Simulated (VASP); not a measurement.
## Au: single point with PBEsol

The system is Au.

```
Au
1.0
    -1.74013    1.74013    1.74013
     1.74013   -1.74013    1.74013
     1.74013    1.74013   -1.74013
Au
1
Direct
  0.00000 0.00000 0.00000
```

This cell differs from its parent crystal: strain +0.050 along x and y, +0.050 along z.

* Program: VASP 6.6.1
* Task: single point
* Functional: PBEsol
* Potentials or basis: VASP PAW PBE potentials, release 64 (Au)
* Cutoff: 520 eV
* k mesh: 20 × 20 × 20
* Occupations: gaussian, width 0.15 eV
* Spin: no spin polarisation
* Dipole correction: no
* Further INCAR settings: ALGO = Fast; EDIFF = 1e-06; NBANDS = 12

```yaml
Pressure: -19.4 GPa
Band_gap_on_the_k_mesh: zero (an odd number of electrons rules out a gap without spin polarisation)
```

Levels at points of the mesh, in eV from the Fermi level:
| k point | band 3 | band 4 | band 5 | band 6 | band 7 | band 8 |
| --- | --- | --- | --- | --- | --- | --- |
| (0.00, 0.00, 0.00) | -3.87 | -3.87 | -2.50 | -2.50 | 16.24 | 16.24 |
| (0.50, 0.00, 0.00) | -2.61 | -2.38 | -1.45 | 0.12 | 2.42 | 12.01 |
| (0.50, 0.50, 0.50) | -1.71 | -1.71 | -1.71 | 5.99 | 5.99 | 5.99 |

It took 60 s on 1 thread of Intel Xeon 8259CL (shared host), peak memory 0.19 GiB.

Caveat: the cell differs from its parent crystal (strain +0.050 along x and y, +0.050 along z); the cell stands under tension; the PAW data sets were made with another functional, which shifts forces and pressure a little; spin-orbit coupling is left out, which moves the levels of the heavy elements.
